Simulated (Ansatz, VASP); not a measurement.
## V: VASP beside Ansatz

Contents of INCAR:

```
  PREC = Accurate
  ENCUT = 520
  EDIFF = 1E-6
  ISMEAR = -1
  SIGMA = 0.05
  LREAL = F
  LASPH = T
  NELM = 60
  ALGO = Normal
  ISIF = 2
  LWAVE = F
  LCHARG = F
  GGA = PE
  NBANDS = 12
```

Contents of KPOINTS:

```
Automatic mesh
0
Gamma
  17 17 15
```

Contents of POSCAR:

```
V
1.0
    2.5566404293      0.0000000000      0.0000000000
   -1.2783202146      2.2141155601      0.0000000000
    0.0000000000      0.0000000000      2.3830275214
V
1
Direct
    0.0000000000      0.0000000000      0.0000000000
```

Input for Ansatz:

```yaml
crystal:
  lattice:
    - [2.5566404293, 0.0, 0.0]
    - [-1.2783202146, 2.2141155601, 0.0]
    - [0.0, 0.0, 2.3830275214]
  atoms:
    - { symbol: V, position: [0.0, 0.0, 0.0] }
kpoints:
  mp_grid: { grid: [17, 17, 15] }
scf:
  occupations: { method: fermi_dirac, width: 0.05 }
hamiltonian:
  xc: pbe
  pseudopotentials: { kind: paw }
output:
  forces: true
  stress: true
  eigenvalues: true
  populations: true
```

Change from the starting cell: volume scaled by 0.95, PAW files.

Alike in both runs: task single point; functional PBE; k mesh 17 × 17 × 15; occupations fermi-dirac, width 0.05 eV; no spin polarisation.

|  | VASP | Ansatz |
| --- | --- | --- |
| version | VASP 6.6.1 | Ansatz 0.2.0 |
| potentials or method | VASP PAW PBE potentials, release 64 (V_sv) | PAW with Ansatz's default frozen-core files, scalar-relativistic |
| plane-wave cutoff (eV) | 520 | 420 |
| valence electrons in the cell | 13 | 13 |

VASP gave:

| Item | Value |
| --- | --- |
| pressure (GPa) | 9.1 |
| traceless stress, the component that is largest in VASP (GPa) | 0.17 |

Problem. Estimate Ansatz's values.

Solution. Pressure (GPa): 8.8; traceless stress, the component that is largest in VASP (GPa): 0.00.
